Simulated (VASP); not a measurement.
A run of VASP 6.6.1:

INCAR

```
SYSTEM = Hf
ALGO = Normal ; DIPOL = 0.5 0.5 0.500
EDIFF = 1E-6 ; ENCUT = 520
GGA = PE ; IDIPOL = 3
ISIF = 2 ; ISMEAR = -1
LASPH = .True. ; LCHARG = .False.
LDIPOL = .True. ; LREAL = .False.
LWAVE = .False. ; NBANDS = 33
NELM = 80 ; PREC = Accurate
SIGMA = 0.1
```

Contents of KPOINTS:

```
k-points
0
Gamma
  12 12 1
  0 0 0
```

File POSCAR:

```
Hf
1.0
    3.2032284315      0.0000000000      0.0000000000
   -1.6016142158      2.7740771958      0.0000000000
    0.0000000000      0.0000000000     26.1459000000
Hf
5
Direct
    0.0000000000      0.0000000000      0.3059748659
    0.3333333340      0.6666666660      0.4029874331
    0.0000000000      0.0000000000      0.4999999997
    0.3333333340      0.6666666660      0.5970125669
    0.0000000000      0.0000000000      0.6940251341
```

Potentials or basis: VASP PAW PBE potentials, release 64 (Hf_pv).

Run with:

```console
$ cat potpaw_PBE.64/Hf_pv/POTCAR > POTCAR
$ mpirun -np 1 vasp_std > vasp.out
```

Hardware: 1 thread of Intel Xeon 8259CL, on a shared host.

Problem. How long does it take, and how much memory?

Solution. It took 12 min on 1 thread of Intel Xeon 8259CL, on a shared host, peak memory 0.38 GiB. Counts: scf iterations 35, k points 19.
